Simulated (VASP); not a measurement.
# Li (Fm-3m) in VASP: a series of runs

The runs below take Li through single point, with LDA.

All numbers are computed with VASP 6.6.1; they aren't measurements. Logs are shortened: lines on timing, memory, paths and dates and some standing lists are left out, and cuts for length are marked.

### 1 The cell of the first run

The structure is cubic, space group Fm-3m (No. 225). The conventional cell has a = 4.389 Å, b = 4.389 Å, c = 4.389 Å, α = 90.00°, β = 90.00°, γ = 90.00°. Within 4.1 Å of Li (site symmetry m-3m) lie 12 Li at 3.10 Å.

This isn't the form of Li at room conditions, which is bcc.

### 2 Single point, LDA (21.14 Å³/atom)

Input file INCAR:

```
ALGO = Normal
EDIFF = 1E-6
ENCUT = 520
ISIF = 2
ISMEAR = -1
LASPH = T
LCHARG = F
LREAL = F
LWAVE = F
NBANDS = 8
NELM = 80
PREC = Accurate
SIGMA = 0.05
```

Input file KPOINTS:

```
k-points
0
Gamma
  16 16 16
```

Input file POSCAR:

```
Li
1.0
    0.0000000000      2.1946353965      2.1946353965
    2.1946353965      0.0000000000      2.1946353965
    2.1946353965      2.1946353965      0.0000000000
Li
1
Direct
    0.0000000000      0.0000000000      0.0000000000
```

Potentials or basis: VASP PAW LDA potentials, release 64 (Li_sv).

Command:

```console
$ cat potpaw_LDA.64/Li_sv/POTCAR > POTCAR
$ mpirun -np 1 vasp_std > vasp.out
```

OUTCAR:

```text
EDIFF = 1E-6
   ENCUT = 520
   ISIF = 2
   ISMEAR = -1
   LASPH = T
   LREAL = F
   NELM = 80
   PREC = Accurate

 ion  position               nearest neighbor table
   1  0.000  0.000  0.000-

  LATTYP: Found a face centered cubic cell.
 ALAT       =     4.3892707930

  Lattice vectors:

 A1 = (   0.0000000000,   2.1946353965,   2.1946353965)
 A2 = (   2.1946353965,   0.0000000000,   2.1946353965)
 A3 = (   2.1946353965,   2.1946353965,   0.0000000000)

Analysis of symmetry for initial positions (statically):
=====================================================================
 Subroutine PRICEL returns:
 Original cell was already a primitive cell.

 Routine SETGRP: Setting up the symmetry group for a
 face centered cubic supercell.

 Subroutine GETGRP returns: Found 48 space group operations
 (whereof 48 operations were pure point group operations)
 out of a pool of 48 trial point group operations.

The static configuration has the point symmetry O_h .

Analysis of symmetry for dynamics (positions and initial velocities):
=====================================================================
 Subroutine PRICEL returns:
 Original cell was already a primitive cell.

 Routine SETGRP: Setting up the symmetry group for a
 face centered cubic supercell.

 Subroutine GETGRP returns: Found 48 space group operations
 (whereof 48 operations were pure point group operations)
 out of a pool of 48 trial point group operations.

The dynamic configuration has the point symmetry O_h .

 Subroutine INISYM returns: Found 48 space group operations
 (whereof 48 operations are pure point group operations),
 and found     1 'primitive' translations

----------------------------------------------------------------------------------------

                                     Primitive cell

  volume of cell :      21.1406

  direct lattice vectors                    reciprocal lattice vectors
     0.000000000  2.194635396  2.194635396    -0.227828277  0.227828277  0.227828277
     2.194635396  0.000000000  2.194635396     0.227828277 -0.227828277  0.227828277
     2.194635396  2.194635396  0.000000000     0.227828277  0.227828277 -0.227828277

  length of vectors
     3.103683142  3.103683142  3.103683142     0.394610150  0.394610150  0.394610150

  position of ions in fractional coordinates (direct lattice)
     0.000000000  0.000000000  0.000000000

  ion indices of the primitive-cell ions
   primitive index   ion index
                 1           1

----------------------------------------------------------------------------------------

 KPOINTS: k-points

Automatic generation of k-mesh.
 Grid dimensions read from file:
 generate k-points for:   16   16   16

 Generating k-lattice:

  Cartesian coordinates                     Fractional coordinates (reciprocal lattice)
    -0.014239267  0.014239267  0.014239267     0.062500000  0.000000000  0.000000000
     0.014239267 -0.014239267  0.014239267     0.000000000  0.062500000  0.000000000
     0.014239267  0.014239267 -0.014239267     0.000000000  0.000000000  0.062500000

  Length of vectors
     0.024663134  0.024663134  0.024663134

  Shift w.r.t. Gamma in fractional coordinates (k-lattice)
     0.000000000  0.000000000  0.000000000

 Subroutine IBZKPT returns following result:
 ===========================================

 Found    145 irreducible k-points:

 Following reciprocal coordinates:
            Coordinates               Weight
  0.000000  0.000000  0.000000      1.000000
  0.062500  0.000000  0.000000      8.000000
  0.125000  0.000000  0.000000      8.000000
  0.187500  0.000000  0.000000      8.000000
  0.250000  0.000000  0.000000      8.000000
  0.312500  0.000000  0.000000      8.000000
[... 16 lines left out ...]
 -0.125000  0.062500  0.000000     24.000000
 -0.062500  0.062500  0.000000     12.000000
 [... further k-points ...]
   k-points           NKPTS =    145   k-points in BZ     NKDIM =    145   number of bands    NBANDS=      8
   number of dos      NEDOS =    301   number of ions     NIONS =      1
   total plane-waves  NPLWV =  13824
   dimension x,y,z NGX =    24 NGY =   24 NGZ =   24
   dimension x,y,z NGXF=    48 NGYF=   48 NGZF=   48
   ions per type =               1
   NGX,Y,Z   is equivalent  to a cutoff of  12.86, 12.86, 12.86 a.u.
   NGXF,Y,Z  is equivalent  to a cutoff of  25.71, 25.71, 25.71 a.u.
 SYSTEM =  unknown system
   PREC   = accura    normal or accurate (medium, high low for compatibility)
   ISTART =      0    job   : 0-new  1-cont  2-samecut
   ICHARG =      2    charge: 1-file 2-atom 10-const
   ISPIN  =      1    spin polarized calculation?
   LNONCOLLINEAR =      F non collinear calculations
   LSORBIT =      F    spin-orbit coupling
   LASPH  =      T    aspherical Exc in radial PAW
   ENCUT  =  520.0 eV  38.22 Ry    6.18 a.u.   5.77  5.77  5.77*2*pi/ulx,y,z
   NELM   =     80;   NELMIN=  2; NELMDL= -5     # of ELM steps
   EDIFF  = 0.1E-05   stopping-criterion for ELM
   LREAL  =      F    real-space projection
   EDIFFG = 0.1E-04   stopping-criterion for IOM
   NSW    =      0    number of steps for IOM
   IBRION =     -1    ionic relax: 0-MD 1-quasi-New 2-CG
   NFREE  =      0    steps in history (QN), initial steepest desc. (CG)
   ISIF   =      2    stress and relaxation
   ISYM   =      2    0-nonsym 1-usesym 2-fastsym
   POTIM  = 0.5000    time-step for ionic-motion
   TEBEG  =    0.0;   TEEND  =   0.0 temperature during run
   PSTRESS=    0.0 pullay stress
   NELECT =       3.0000    total number of electrons
   NUPDOWN=      -1.0000    fix difference up-down
   EMIN   =  10.00;   EMAX   =-10.00  energy-range for DOS
   EFERMI =   0.00;   METHOD = LEGACY
   ISMEAR =    -1;   SIGMA  =   0.05  broadening in eV -4-tet -1-fermi 0-gaus
   EFERMI_NEDOS =   21; number of points for ismear=-14 and -15
   IALGO  =     38    algorithm
   IMIX   =      4    mixing-type and parameters
     AMIX     =   0.40;   BMIX     =  1.00
     AMIX_MAG =   1.60;   BMIX_MAG =  1.00
  volume/ion in A,a.u.               =      21.14       142.66
  Fermi-wavevector in a.u.,A,eV,Ry     =   0.853905  1.613646  9.920738  0.729154
  Thomas-Fermi vector in A             =   1.970419
   LORBIT       =      0    0 simple, 1 ext, 2 COOP (PROOUT), +10 PAW based schemes
   GGA     = CA    functional components
   LHFCALC =     F    Hartree Fock is set to
   AEXX    =    0.0000 exact exchange contribution
   IVDW    =     0    specifies the selected vdW correction
   LEPSILON=     F    determine dielectric tensor
   LRPA    =     F    only Hartree local field effects (RPA)
 non-spin polarized calculation
  energy-cutoff  :      520.00
  volume of cell :       21.14
 maximum number of plane-waves:       588
   NGX = 11   NGY = 11   NGZ = 11

 number of electron       3.0000002 magnetization

 Free energy of the ion-electron system (eV)
  ---------------------------------------------------
  ext. energy  EPLUGINS =         0.00000000
  ---------------------------------------------------
  free energy    TOTEN  =        -2.04042512 eV

  energy without entropy =       -2.03673869  energy(sigma->0) =       -2.03858191

 E-fermi :   0.4732     XC(G=0):  -7.0387

 val. band max:        0.4017275189   @ k =   0.4375   0.3750   0.0625
 cond. band min:       0.4778810181   @ k =   0.5000   0.0000   0.0000
 fundamental gap:      0.0761534992
 Fermi energy:         0.4731560750

 k-point     1 :       0.0000    0.0000    0.0000
  band No.  band energies     occupation
      1     -45.2189      2.00000
      2      -2.9577      2.00000
      3      14.1801      0.00000
      4      14.1801      0.00000
      5      14.1801      0.00000
      6      18.2440      0.00000
      7      18.2440      0.00000
      8      18.2440      0.00000

 k-point     2 :       0.0625    0.0000    0.0000
  band No.  band energies     occupation
      1     -45.2183      2.00000
      2      -2.8903      2.00000
      3      13.4817      0.00000
      4      14.0347      0.00000
      5      14.0347      0.00000
      6      17.5836      0.00000
      7      18.5065      0.00000
      8      18.5065      0.00000

 k-point     3 :       0.1250    0.0000    0.0000
  band No.  band energies     occupation
      1     -45.2166      2.00000
      2      -2.6876      2.00000
      3      11.8629      0.00000
      4      13.7004      0.00000
      5      13.7004      0.00000
      6      17.4438      0.00000
      7      19.0962      0.00000
      8      19.0962      0.00000

 k-point     4 :       0.1875    0.0000    0.0000
  band No.  band energies     occupation
      1     -45.2138      2.00000
      2      -2.3496      2.00000
      3      10.0054      0.00000
      4      13.3330      0.00000
      5      13.3330      0.00000
      6      17.6778      0.00000
      7      19.3070      0.00000
      8      19.3070      0.00000

 k-point     5 :       0.2500    0.0000    0.0000
  band No.  band energies     occupation
      1     -45.2106      2.00000
      2      -1.8787      2.00000
      3       8.1869      0.00000
      4      13.0179      0.00000
      5      13.0179      0.00000
      6      17.9536      0.00000
      7      18.6643      0.00000
      8      18.6643      0.00000
[... 177 lines left out ...]
 k-point    22 :      -0.1875    0.0625    0.0000
  band No.  band energies     occupation
      1     -45.2123      2.00000
      2      -2.1460      2.00000
      3       9.4024      0.00000
      4      12.1797      0.00000
      5      13.8405      0.00000
      6      17.6225      0.00000
      7      18.7091      0.00000
      8      18.9603      0.00000

 k-point    23 :      -0.1250    0.0625    0.0000
  band No.  band energies     occupation
      1     -45.2152      2.00000
      2      -2.5293      2.00000
      3      11.2386      0.00000
      4      12.5557      0.00000
      5      14.1348      0.00000
      6      17.3478      0.00000
      7      18.8684      0.00000
      8      19.7630      0.00000

 k-point    24 :      -0.0625    0.0625    0.0000
  band No.  band energies     occupation
      1     -45.2173      2.00000
      2      -2.7777      2.00000
      3      12.8844      0.00000
      4      13.0858      0.00000
      5      14.2390      0.00000
      6      17.2401      0.00000
      7      18.4871      0.00000
      8      19.5336      0.00000

 [... further k-points ...]

------------------------ aborting loop because EDIFF is reached ----------------------------------------

  FORCE on cell =-STRESS in cart. coord.  units (eV):
  Direction    XX          YY          ZZ          XY          YZ          ZX
  --------------------------------------------------------------------------------------
  -------------------------------------------------------------------------------------
  Total       -0.1924203     -0.1924203     -0.1924203     -0.0000000     -0.0000000      0.0000000
  in kB      -14.5829167    -14.5829167    -14.5829167     -0.0000000     -0.0000000      0.0000000
  external PRESSURE =     -14.5829167 kB  Pullay stress =       0.0000000 kB

 VOLUME and BASIS-vectors are now :
 -----------------------------------------------------------------------------
  energy-cutoff  :      520.00
  volume of cell :       21.14
      direct lattice vectors                 reciprocal lattice vectors
     0.000000000  2.194635396  2.194635396    -0.227828277  0.227828277  0.227828277
     2.194635396  0.000000000  2.194635396     0.227828277 -0.227828277  0.227828277
     2.194635396  2.194635396  0.000000000     0.227828277  0.227828277 -0.227828277

 POSITION                                       TOTAL-FORCE (eV/Angst)
 -----------------------------------------------------------------------------------
      0.00000      0.00000      0.00000        -0.000000     -0.000000      0.000000
 -----------------------------------------------------------------------------------
    total drift:                               -0.000000      0.000000     -0.000000

  FREE ENERGIE OF THE ION-ELECTRON SYSTEM (eV)
  ---------------------------------------------------
  free  energy   TOTEN  =        -2.0404251205 eV

  energy  without entropy=       -2.0367386941  energy(sigma->0) =       -2.03858191
```

It took 18 s on 1 thread of Intel Xeon Platinum 8259CL at 2.50GHz (Skylake/Cascade Lake), shared host; peak memory 0.13 GiB.

Results:

```
Free energy            : -2.0404 eV
Band gap on the k mesh : zero (an odd number of electrons rules out a gap without spin polarisation)
```

Levels at points of the mesh, in eV from the Fermi level:
```tsv
k point	band 1	band 2	band 3	band 4	band 5	band 6
(0.00, 0.00, 0.00)	-45.69	-3.43	13.71	13.71	13.71	17.77
(0.50, 0.00, 0.00)	-45.68	0.00	2.84	12.07	12.07	16.19
(0.50, 0.50, 0.00)	-45.67	1.48	4.62	8.10	8.10	10.42
```

Caveat: the cutoff is under 1.25 times the usual one of these potentials, so pressure, stress and relaxed cells hold a basis-set (Pulay) error.

### 3 Single point, LDA (21.57 Å³/atom)

This run uses another cell than the first one, of 21.57 Å³/atom.

Input file INCAR:

```
PREC = Accurate
ENCUT = 520
EDIFF = 1E-6
ISMEAR = -1
SIGMA = 0.05
LREAL = False
LASPH = True
NELM = 100
ALGO = Normal
ISIF = 2
LWAVE = False
LCHARG = False
GGA = CA
NBANDS = 8
```

Input file KPOINTS:

```
regular mesh
0
Gamma
  16 16 16
```

Input file POSCAR:

```
Li
1.0
    0.0000000000      2.2093156684      2.2093156684
    2.2093156684      0.0000000000      2.2093156684
    2.2093156684      2.2093156684      0.0000000000
Li
1
Direct
    0.0000000000      0.0000000000      0.0000000000
```

Potentials or basis: VASP PAW LDA potentials, release 64 (Li_sv).

Command:

```console
$ cat potpaw_LDA.64/Li_sv/POTCAR > POTCAR
$ mpirun -np 1 vasp_std > vasp.out
```

Run time: 20 s. Hardware: 1 thread of Intel Xeon Platinum 8259CL at 2.50GHz (Skylake/Cascade Lake), shared host; peak memory 0.13 GiB.

It converged, with:

```yaml
Free_energy: -2.0365 eV
Band_gap_on_the_k_mesh: zero (an odd number of electrons rules out a gap without spin polarisation)
```

Levels at points of the mesh, in eV from the Fermi level:
| k point | band 1 | band 2 | band 3 | band 4 | band 5 |
| --- | --- | --- | --- | --- | --- |
| (0.00, 0.00, 0.00) | -45.73 | -3.41 | 13.51 | 13.51 | 13.51 |
| (0.50, 0.00, 0.00) | -45.71 | 0.01 | 2.77 | 11.90 | 11.90 |
| (0.50, 0.50, 0.00) | -45.71 | 1.47 | 4.55 | 7.99 | 7.99 |

Caveat: the cutoff is under 1.25 times the usual one of these potentials, so pressure, stress and relaxed cells hold a basis-set (Pulay) error.
